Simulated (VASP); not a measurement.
# Ta in VASP: further runs

The runs below take Ta through single point, with PBEsol.

Everything below comes from runs of VASP 6.6.1. Logs are shortened: lines on timing, memory, paths and dates and some standing lists are left out, and cuts for length are marked.

## 1. The cell of the first run

The cell holds a slab with vacuum, 4 atoms: a = 2.841 Å, b = 2.841 Å, c = 15.279 Å, α = 90.00°, β = 90.00°, γ = 109.47°.

## 2. Single point, PBEsol (the distance across one plane changed)

INCAR reads:

```
SYSTEM = Ta
PREC = Accurate ; ENCUT = 520
EDIFF = 1E-6 ; ISMEAR = 0
SIGMA = 0.15 ; LREAL = .FALSE.
LASPH = .TRUE. ; NELM = 80
ALGO = Fast ; ISIF = 2
LWAVE = .FALSE. ; LCHARG = .FALSE.
GGA = PS ; NBANDS = 30
```

KPOINTS reads:

```
Automatic mesh
0
G
  22 22 7
  0 0 0
```

POSCAR reads:

```
Ta
1.0
   -1.6402597622      1.6402597622     -1.6402597622
   -1.6402597622     -1.6402597622      1.6402597622
    0.0000000000     10.8036797361     10.8036797361
Ta
4
Direct
    0.0000000000      0.0000000000      0.5313846123
    0.5000000000      0.5000000000      0.0759120875
    0.0000000000      0.0000000000      0.2277362624
    0.5000000000      0.5000000000      0.3795604373
```

Potentials or basis: VASP PAW PBE potentials, release 64 (Ta_pv).

Launch:

```sh
$ cat potpaw_PBE.64/Ta_pv/POTCAR > POTCAR
$ mpirun -np 1 vasp_std > vasp.out
```

OUTCAR:

```text
SYSTEM = Ta
   PREC = Accurate
   ENCUT = 520
   EDIFF = 1E-6
   ISMEAR = 0
   LREAL = .FALSE.
   LASPH = .TRUE.
   NELM = 80
   ISIF = 2
   GGA = PS

 ion  position               nearest neighbor table
   1  0.000  0.000  0.531-   4 2.84   4 2.84   4 3.28   4 3.28
   2  0.500  0.500  0.076-   3 2.84   3 2.84   3 3.28   3 3.28
   3  0.000  0.000  0.228-   2 2.84   4 2.84   2 2.84   4 2.84   2 3.28   4 3.28   2 3.28   4 3.28

   4  0.500  0.500  0.380-   3 2.84   3 2.84   1 2.84   1 2.84   3 3.28   3 3.28   1 3.28   1 3.28

  LATTYP: Found a base centered orthorhombic cell.
 ALAT       =     3.2805195244
 B/A-ratio  =     1.4142135624
 C/A-ratio  =     4.6574057227

  Lattice vectors:

 A1 = (  -1.6402597622,   1.6402597622,  -1.6402597622)
 A2 = (  -1.6402597622,  -1.6402597622,   1.6402597622)
 A3 = (   0.0000000000,  10.8036797361,  10.8036797361)

Analysis of symmetry for initial positions (statically):
=====================================================================
 Subroutine PRICEL returns:
 Original cell was already a primitive cell.

 Routine SETGRP: Setting up the symmetry group for a
 base centered orthorhombic supercell.

 Subroutine GETGRP returns: Found  8 space group operations
 (whereof  4 operations were pure point group operations)
 out of a pool of  8 trial point group operations.

The static configuration has the point symmetry C_2v.
 The point group associated with its full space group is D_2h.

Analysis of symmetry for dynamics (positions and initial velocities):
=====================================================================
 Subroutine PRICEL returns:
 Original cell was already a primitive cell.

 Routine SETGRP: Setting up the symmetry group for a
 base centered orthorhombic supercell.

 Subroutine GETGRP returns: Found  8 space group operations
 (whereof  4 operations were pure point group operations)
 out of a pool of  8 trial point group operations.

The dynamic configuration has the point symmetry C_2v.
 The point group associated with its full space group is D_2h.

 Subroutine INISYM returns: Found  8 space group operations
 (whereof  4 operations are pure point group operations),
 and found     1 'primitive' translations

----------------------------------------------------------------------------------------

                                     Primitive cell

  volume of cell :     116.2671

  direct lattice vectors                    reciprocal lattice vectors
    -1.640259762  1.640259762 -1.640259762    -0.304829766  0.152414883 -0.152414883
    -1.640259762 -1.640259762  1.640259762    -0.304829766 -0.152414883  0.152414883
     0.000000000 10.803679736 10.803679736     0.000000000  0.046280528  0.046280528

  length of vectors
     2.841013246  2.841013246 15.278710406     0.373338693  0.373338693  0.065450550

  position of ions in fractional coordinates (direct lattice)
     0.000000000  0.000000000  0.531384612
     0.500000000  0.500000000  0.075912088
     0.000000000  0.000000000  0.227736262
     0.500000000  0.500000000  0.379560437

  ion indices of the primitive-cell ions
   primitive index   ion index
                 1           1
                 2           2
                 3           3
                 4           4

----------------------------------------------------------------------------------------

 KPOINTS: Automatic mesh

Automatic generation of k-mesh.
 Grid dimensions read from file:
 generate k-points for:   22   22    7

 Generating k-lattice:

  Cartesian coordinates                     Fractional coordinates (reciprocal lattice)
    -0.013855898  0.006927949 -0.006927949     0.045454545  0.000000000  0.000000000
    -0.013855898 -0.006927949  0.006927949     0.000000000  0.045454545  0.000000000
     0.000000000  0.006611504  0.006611504     0.000000000  0.000000000  0.142857143

  Length of vectors
     0.016969941  0.016969941  0.009350079

  Shift w.r.t. Gamma in fractional coordinates (k-lattice)
     0.000000000  0.000000000  0.000000000

 Subroutine IBZKPT returns following result:
 ===========================================

 Found    532 irreducible k-points:

 Following reciprocal coordinates:
            Coordinates               Weight
  0.000000  0.000000  0.000000      1.000000
  0.045455  0.000000  0.000000      4.000000
  0.090909  0.000000  0.000000      4.000000
  0.136364  0.000000  0.000000      4.000000
  0.181818  0.000000  0.000000      4.000000
  0.227273  0.000000  0.000000      4.000000
[... 16 lines left out ...]
  0.500000  0.045455  0.000000      4.000000
 -0.454545  0.045455  0.000000      4.000000
 [... further k-points ...]
   k-points           NKPTS =    532   k-points in BZ     NKDIM =    532   number of bands    NBANDS=     30
   number of dos      NEDOS =    301   number of ions     NIONS =      4
   total plane-waves  NPLWV =  69120
   dimension x,y,z NGX =    24 NGY =   24 NGZ =  120
   dimension x,y,z NGXF=    48 NGYF=   48 NGZF=  240
   ions per type =               4
   NGX,Y,Z   is equivalent  to a cutoff of  14.04, 14.04, 13.06 a.u.
   NGXF,Y,Z  is equivalent  to a cutoff of  28.09, 28.09, 26.11 a.u.
 SYSTEM =  Ta
   PREC   = accura    normal or accurate (medium, high low for compatibility)
   ISTART =      0    job   : 0-new  1-cont  2-samecut
   ICHARG =      2    charge: 1-file 2-atom 10-const
   ISPIN  =      1    spin polarized calculation?
   LNONCOLLINEAR =      F non collinear calculations
   LSORBIT =      F    spin-orbit coupling
   LASPH  =      T    aspherical Exc in radial PAW
   ENCUT  =  520.0 eV  38.22 Ry    6.18 a.u.   5.28  5.28 28.41*2*pi/ulx,y,z
   NELM   =     80;   NELMIN=  2; NELMDL= -5     # of ELM steps
   EDIFF  = 0.1E-05   stopping-criterion for ELM
   LREAL  =      F    real-space projection
   EDIFFG = 0.1E-04   stopping-criterion for IOM
   NSW    =      0    number of steps for IOM
   IBRION =     -1    ionic relax: 0-MD 1-quasi-New 2-CG
   NFREE  =      0    steps in history (QN), initial steepest desc. (CG)
   ISIF   =      2    stress and relaxation
   ISYM   =      2    0-nonsym 1-usesym 2-fastsym
   POTIM  = 0.5000    time-step for ionic-motion
   TEBEG  =    0.0;   TEEND  =   0.0 temperature during run
   PSTRESS=    0.0 pullay stress
   NELECT =      44.0000    total number of electrons
   NUPDOWN=      -1.0000    fix difference up-down
   EMIN   =  10.00;   EMAX   =-10.00  energy-range for DOS
   EFERMI =   0.00;   METHOD = LEGACY
   ISMEAR =     0;   SIGMA  =   0.15  broadening in eV -4-tet -1-fermi 0-gaus
   EFERMI_NEDOS =   21; number of points for ismear=-14 and -15
   IALGO  =     68    algorithm
   IMIX   =      4    mixing-type and parameters
     AMIX     =   0.40;   BMIX     =  1.00
     AMIX_MAG =   1.60;   BMIX_MAG =  1.00
  volume/ion in A,a.u.               =      29.07       196.15
  Fermi-wavevector in a.u.,A,eV,Ry     =   1.184150  2.237719 19.078244  1.402211
  Thomas-Fermi vector in A             =   2.320370
   LORBIT       =      0    0 simple, 1 ext, 2 COOP (PROOUT), +10 PAW based schemes
   GGA     = PS    functional components
   LHFCALC =     F    Hartree Fock is set to
   AEXX    =    0.0000 exact exchange contribution
   IVDW    =     0    specifies the selected vdW correction
   LEPSILON=     F    determine dielectric tensor
   LRPA    =     F    only Hartree local field effects (RPA)
 non-spin polarized calculation
 RMM-DIIS sequential band-by-band and
 Gauss-broadening in eV      SIGMA  =   0.15
  energy-cutoff  :      520.00
  volume of cell :      116.27
 maximum number of plane-waves:      3164
 NGX is ok and might be reduce to    24
   NGX = 11   NGY = 11   NGZ = 57

 number of electron      44.0000005 magnetization

 Free energy of the ion-electron system (eV)
  ---------------------------------------------------
  ext. energy  EPLUGINS =         0.00000000
  ---------------------------------------------------
  free energy    TOTEN  =       -47.73091847 eV

  energy without entropy =      -47.66884334  energy(sigma->0) =      -47.69988090

 E-fermi :   1.6921     XC(G=0):  -9.0324

 val. band max:        1.6917478149   @ k =  -0.3182   0.2273   0.0000
 cond. band min:       1.6933406190   @ k =   0.1818   0.0909   0.2857
 fundamental gap:      0.0015928041
 Fermi energy:         1.6920916626

 k-point     1 :       0.0000    0.0000    0.0000
  band No.  band energies     occupation
      1     -32.6469      2.00000
      2     -32.5150      2.00000
      3     -32.0289      2.00000
      4     -31.9130      2.00000
      5     -31.9018      2.00000
      6     -31.6699      2.00000
[... 22 lines left out ...]
     29       5.2933      0.00000
     30       5.6139      0.00000

 k-point     2 :       0.0455    0.0000    0.0000
  band No.  band energies     occupation
      1     -32.6411      2.00000
      2     -32.5131      2.00000
      3     -32.0388      2.00000
      4     -31.9234      2.00000
      5     -31.9021      2.00000
      6     -31.6811      2.00000
[... 22 lines left out ...]
     29       5.1855      0.00000
     30       5.4230      0.00000

 k-point     3 :       0.0909    0.0000    0.0000
  band No.  band energies     occupation
      1     -32.6243      2.00000
      2     -32.5075      2.00000
      3     -32.0683      2.00000
      4     -31.9575      2.00000
      5     -31.9067      2.00000
      6     -31.7100      2.00000
[... 22 lines left out ...]
     29       5.0080      0.00000
     30       5.3291      0.00000

 k-point     4 :       0.1364    0.0000    0.0000
  band No.  band energies     occupation
      1     -32.5976      2.00000
      2     -32.4997      2.00000
      3     -32.1187      2.00000
      4     -32.0216      2.00000
      5     -31.9248      2.00000
      6     -31.7456      2.00000
[... 616 lines left out ...]
     29       5.6147      0.00000
     30       5.7783      0.00000

 k-point    23 :       0.5000    0.0455    0.0000
  band No.  band energies     occupation
      1     -32.7354      2.00000
      2     -32.7311      2.00000
      3     -32.5475      2.00000
      4     -32.5307      2.00000
      5     -32.1799      2.00000
      6     -32.1456      2.00000
[... 22 lines left out ...]
     29       5.6407      0.00000
     30       5.6694      0.00000

 k-point    24 :      -0.4545    0.0455    0.0000
  band No.  band energies     occupation
      1     -32.7173      2.00000
      2     -32.7069      2.00000
      3     -32.5455      2.00000
      4     -32.5025      2.00000
      5     -32.2067      2.00000
      6     -32.1316      2.00000
[... 22 lines left out ...]
     29       5.5402      0.00000
     30       5.5909      0.00000

 [... further k-points ...]

------------------------ aborting loop because EDIFF is reached ----------------------------------------

  FORCE on cell =-STRESS in cart. coord.  units (eV):
  Direction    XX          YY          ZZ          XY          YZ          ZX
  --------------------------------------------------------------------------------------
  -------------------------------------------------------------------------------------
  Total       -4.2403398     -3.5656926     -3.5656926     -0.0000000      0.9314166     -0.0000000
  in kB      -58.4324762    -49.1357427    -49.1357427     -0.0000000     12.8350504     -0.0000000
  external PRESSURE =     -52.2346539 kB  Pullay stress =       0.0000000 kB

 VOLUME and BASIS-vectors are now :
 -----------------------------------------------------------------------------
  energy-cutoff  :      520.00
  volume of cell :      116.27
      direct lattice vectors                 reciprocal lattice vectors
    -1.640259762  1.640259762 -1.640259762    -0.304829766  0.152414883 -0.152414883
    -1.640259762 -1.640259762  1.640259762    -0.304829766 -0.152414883  0.152414883
     0.000000000 10.803679736 10.803679736     0.000000000  0.046280528  0.046280528

 POSITION                                       TOTAL-FORCE (eV/Angst)
 -----------------------------------------------------------------------------------
      0.00000      5.74091      5.74091        -0.000000     -0.354889     -0.354889
     -1.64026      0.82013      0.82013        -0.000000      0.354889      0.354889
      0.00000      2.46039      2.46039        -0.000000     -0.272396     -0.272396
     -1.64026      4.10065      4.10065         0.000000      0.272396      0.272396
 -----------------------------------------------------------------------------------
    total drift:                                0.000000     -0.000009     -0.000009

  FREE ENERGIE OF THE ION-ELECTRON SYSTEM (eV)
  ---------------------------------------------------
  free  energy   TOTEN  =       -47.7309184716 eV

  energy  without entropy=      -47.6688433378  energy(sigma->0) =      -47.69988090
```

It took 75 min on 1 thread of Oxide Virtual Turin-like, shared host; peak memory 1.2 GiB.

Results:

```yaml
Free_energy: -47.7309 eV
Largest_force: 0.502 eV/Å
Band_gap_on_the_k_mesh: zero (bands 22 and 23 overlap by 2.14 eV)
```

Forces in eV/Å, atoms in the order of the input:
```
Ta   0.000 -0.355 -0.355
Ta   0.000  0.355  0.355
Ta   0.000 -0.272 -0.272
Ta   0.000  0.272  0.272
```

Levels at points of the mesh, in eV from the Fermi level:
| k point | band 18 | band 19 | band 20 | band 21 | band 22 | band 23 | band 24 | band 25 | band 26 | band 27 |
| --- | --- | --- | --- | --- | --- | --- | --- | --- | --- | --- |
| (0.00, 0.00, 0.00) | -1.09 | -0.52 | -0.37 | -0.19 | 0.31 | 0.36 | 0.51 | 1.14 | 1.16 | 2.45 |
| (0.50, 0.00, 0.00) | -1.56 | -1.46 | -1.46 | -0.06 | -0.06 | 1.35 | 1.35 | 3.25 | 3.25 | 3.64 |
| (0.50, 0.50, 0.00) | -2.53 | -1.16 | -0.76 | 0.22 | 1.62 | 1.85 | 2.45 | 2.47 | 2.57 | 3.07 |

Caveat: the cell differs from its parent crystal (the distance across one plane changed); there is no dipole correction, which matters where the two faces differ; the PAW data sets were made with another functional, which shifts forces and pressure a little; spin-orbit coupling is left out, which moves the levels of the heavy elements.

## 3. Single point, PBEsol (the distance across one plane changed)

INCAR reads:

```
SYSTEM = Ta
PREC     = Accurate       ! precision mode
ENCUT    = 520            ! plane-wave cutoff, eV
EDIFF    = 1E-6           ! SCF threshold, eV
ISMEAR   = 0              ! smearing method
SIGMA    = 0.15           ! smearing width, eV
LREAL    = .FALSE.        ! projectors in reciprocal space
LASPH    = .TRUE.         ! aspherical terms in the spheres
NELM     = 60             ! most SCF steps
ALGO     = Fast           ! electronic algorithm
ISIF     = 2              ! what is computed and relaxed
LWAVE    = .FALSE.        ! write WAVECAR
LCHARG   = .FALSE.        ! write CHGCAR
GGA      = PS             ! functional
NBANDS   = 30             ! bands
```

KPOINTS reads:

```
regular mesh
0
G
  22 22 7
  0 0 0
```

POSCAR reads:

```
Ta
1.0
   -1.6402597622      1.6402597622     -1.6402597622
   -1.6402597622     -1.6402597622      1.6402597622
    0.0000000000      9.7430195643      9.7430195643
Ta
4
Direct
    0.0000000000      0.0000000000      0.5892330535
    0.5000000000      0.5000000000      0.0841761505
    0.0000000000      0.0000000000      0.2525284515
    0.5000000000      0.5000000000      0.4208807525
```

Potentials or basis: VASP PAW PBE potentials, release 64 (Ta_pv).

Launch:

```sh
$ cat potpaw_PBE.64/Ta_pv/POTCAR > POTCAR
$ mpirun -np 1 vasp_std > vasp.out
```

Run time: 61 min. Hardware: 1 thread of Oxide Virtual Turin-like, shared host; peak memory 1.1 GiB.

The run converged. Its results:

| Item | Value |
| --- | --- |
| Free energy | -47.7365 eV |
| Pressure | -5.8 GPa |
| Largest force | 0.484 eV/Å |
| Band gap on the k mesh | zero (bands 22 and 23 overlap by 2.15 eV) |

Forces in eV/Å, atoms in the order of the input:
```
Ta   0.000 -0.342 -0.342
Ta   0.000  0.342  0.342
Ta   0.000 -0.270 -0.270
Ta   0.000  0.270  0.270
```

Stress tensor (GPa, compression positive):
```
-6.46  0.00  0.00
 0.00 -5.47  1.39
 0.00  1.39 -5.47
```

Levels at points of the mesh, in eV from the Fermi level:
```csv
k point,band 18,band 19,band 20,band 21,band 22,band 23,band 24,band 25,band 26,band 27
"(0.00, 0.00, 0.00)",-1.09,-0.62,-0.38,-0.10,0.36,0.38,0.51,1.09,1.14,2.45
"(0.50, 0.00, 0.00)",-1.56,-1.46,-1.46,-0.06,-0.06,1.36,1.36,3.24,3.24,3.64
"(0.50, 0.50, 0.00)",-2.53,-1.16,-0.76,0.22,1.63,1.85,2.44,2.46,2.56,3.07
```

Caveat: the cell differs from its parent crystal (the distance across one plane changed); the cell stands under tension; the PAW data sets were made with another functional, which shifts forces and pressure a little; spin-orbit coupling is left out, which moves the levels of the heavy elements.

## 4. Single point, PBEsol (the distance across one plane changed)

INCAR reads:

```
SYSTEM = Ta
ALGO     = Fast           ! electronic algorithm
EDIFF    = 1E-6           ! SCF threshold, eV
ENCUT    = 520            ! plane-wave cutoff, eV
GGA      = PS             ! functional
ISIF     = 2              ! what is computed and relaxed
ISMEAR   = 0              ! smearing method
LASPH    = .True.         ! aspherical terms in the spheres
LCHARG   = .False.        ! write CHGCAR
LREAL    = .False.        ! projectors in reciprocal space
LWAVE    = .False.        ! write WAVECAR
NBANDS   = 30             ! bands
NELM     = 80             ! most SCF steps
PREC     = Accurate       ! precision mode
SIGMA    = 0.15           ! smearing width, eV
```

KPOINTS reads:

```
k-points
0
Gamma
  22 22 7
  0 0 0
```

POSCAR reads:

```
Ta
1.0
   -1.6402597622      1.6402597622     -1.6402597622
   -1.6402597622     -1.6402597622      1.6402597622
    0.0000000000      8.6823593926      8.6823593926
Ta
4
Direct
    0.0000000000      0.0000000000      0.6612153343
    0.5000000000      0.5000000000      0.0944593335
    0.0000000000      0.0000000000      0.2833780004
    0.5000000000      0.5000000000      0.4722966673
```

Launch:

```sh
$ cat potpaw_PBE.64/Ta_pv/POTCAR > POTCAR
$ mpirun -np 1 vasp_std > vasp.out
```

It took 31 min on 1 thread of Oxide Virtual Turin-like, shared host; peak memory 1 GiB.

The run converged. Its results:

| Item | Value |
| --- | --- |
| Free energy | -47.8281 eV |
| Pressure | -6.6 GPa |
| Largest force | 0.341 eV/Å |
| Band gap on the k mesh | zero (bands 22 and 23 overlap by 2.26 eV) |

Forces on the atoms (eV/Å):
```
Ta   0.000 -0.196 -0.196
Ta   0.000  0.196  0.196
Ta   0.000 -0.241 -0.241
Ta   0.000  0.241  0.241
```

Stress tensor (GPa, compression positive):
```
-7.02  0.00  0.00
 0.00 -6.42  1.11
 0.00  1.11 -6.42
```

Levels at points of the mesh, in eV from the Fermi level:
```
           k point  band 19  band 20  band 21  band 22  band 23  band 24  band 25  band 26
(0.00, 0.00, 0.00)    -1.05    -0.39     0.07     0.36     0.49     0.86     0.97     1.14
(0.50, 0.00, 0.00)    -1.48    -1.48    -0.11    -0.11     1.39     1.39     3.19     3.19
(0.50, 0.50, 0.00)    -1.17    -0.80     0.21     1.69     1.86     2.33     2.44     2.45
```

Caveat: the cell differs from its parent crystal (the distance across one plane changed); the cell stands under tension; the PAW data sets were made with another functional, which shifts forces and pressure a little; spin-orbit coupling is left out, which moves the levels of the heavy elements.

## 5. The runs side by side

| cell | gap on the mesh (eV) | pressure (GPa) | largest force (eV/Å) |
| --- | --- | --- | --- |
| a = 2.841, b = 2.841, c = 15.279 Å, angles 90.0, 90.0, 109.5°, 4 atoms | none | - | 0.50 |
| a = 2.841, b = 2.841, c = 13.779 Å, angles 90.0, 90.0, 109.5°, 4 atoms | none | -5.8 | 0.48 |
| a = 2.841, b = 2.841, c = 12.279 Å, angles 90.0, 90.0, 109.5°, 4 atoms | none | -6.6 | 0.34 |

Alike in all rows: task single point; level PBEsol; potentials or basis VASP PAW PBE potentials, release 64 (Ta_pv); no spin polarisation; k mesh 22 × 22 × 7; cutoff (eV) 520; smearing gaussian 0.15 eV.

Caveats: the PAW data sets were made with another functional, which shifts forces and pressure a little; spin-orbit coupling is left out, which moves the levels of the heavy elements; the cell stands under tension (at least some runs); there is no dipole correction, which matters where the two faces differ (at least some runs).

Total energies depend on the potentials used, so only differences within one code and one set of settings carry meaning.
